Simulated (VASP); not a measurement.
A run of VASP 6.6.1:

Contents of INCAR:

```
PREC     = Accurate       # precision mode
ENCUT    = 520            # plane-wave cutoff, eV
EDIFF    = 1E-6           # SCF threshold, eV
ISMEAR   = 0              # smearing method
SIGMA    = 0.1            # smearing width, eV
LREAL    = F              # projectors in reciprocal space
LASPH    = T              # aspherical terms in the spheres
NELM     = 100            # most SCF steps
ALGO     = Fast           # electronic algorithm
ISIF     = 2              # what is computed and relaxed
LWAVE    = F              # write WAVECAR
LCHARG   = F              # write CHGCAR
GGA      = PE             # functional
NBANDS   = 41             # bands
```

KPOINTS

```
Automatic mesh
0
Gamma
  6 6 6
```

Contents of POSCAR:

```
Ti2W3
1.0
    2.2497385900      1.2988871800      4.5922596600
   -2.2497385900      1.2988871800      4.5922596600
    0.0000000000     -2.5977743600      4.5922596600
Ti W
2 3
Direct
    0.8000000000      0.8000000000      0.8000000000
    0.2000000000      0.2000000000      0.2000000000
    0.4000000000      0.4000000000      0.4000000000
    0.6000000000      0.6000000000      0.6000000000
    0.0000000000      0.0000000000      0.0000000000
```

Potentials or basis: VASP PAW PBE potentials, release 64 (Ti_sv, W_sv).

Command:

```bash
$ cat potpaw_PBE.64/Ti_sv/POTCAR potpaw_PBE.64/W_sv/POTCAR > POTCAR
$ mpirun -np 1 vasp_std > vasp.out
```

Hardware: 1 thread of AMD EPYC 7R13 Processor (Zen 3), with other jobs on the host.

Q: How long does it take, and how much memory?

A: It took 9.8 min on 1 thread of AMD EPYC 7R13 Processor (Zen 3), on a shared host, peak memory 0.25 GiB. Counts: scf iterations 35, k points 32.
